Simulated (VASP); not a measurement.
Here is a VASP 6.6.1 calculation.

The input INCAR:

```
PREC     = Accurate       # precision mode
ENCUT    = 520            # plane-wave cutoff, eV
EDIFF    = 1E-6           # SCF threshold, eV
ISMEAR   = 0              # smearing method
SIGMA    = 0.3            # smearing width, eV
LREAL    = F              # projectors in reciprocal space
LASPH    = T              # aspherical terms in the spheres
NELM     = 80             # most SCF steps
ALGO     = Normal         # electronic algorithm
ISIF     = 2              # what is computed and relaxed
LWAVE    = F              # write WAVECAR
LCHARG   = F              # write CHGCAR
GGA      = PS             # functional
IVDW     = 13             # dispersion correction
NBANDS   = 16             # bands
```

KPOINTS

```
regular mesh
0
Gamma
  5 5 5
```

File POSCAR:

```
CdSe
1.0
    0.0000000000      2.9861112681      2.9861112681
    2.9861112681      0.0000000000      2.9861112681
    2.9861112681      2.9861112681      0.0000000000
Cd Se
1 1
Direct
    0.0000000000      0.0000000000      0.0000000000
    0.7500000000      0.7500000000      0.7500000000
```

Potentials or basis: VASP PAW PBE potentials, release 64 (Cd, Se).

The run is started by

```console
$ cat potpaw_PBE.64/Cd/POTCAR potpaw_PBE.64/Se/POTCAR > POTCAR
$ mpirun -np 1 vasp_std > vasp.out
```

(1) Estimate the dispersion energy per atom.

(2) What does it give for the pressure?

(3) What does it give for the band gap on the k mesh?

Answers

(1) -0.202 eV.

(2) 2.6 GPa.

(3) 0.59 eV, direct.

Caveat: the PAW data sets were made with another functional, which shifts forces and pressure a little.
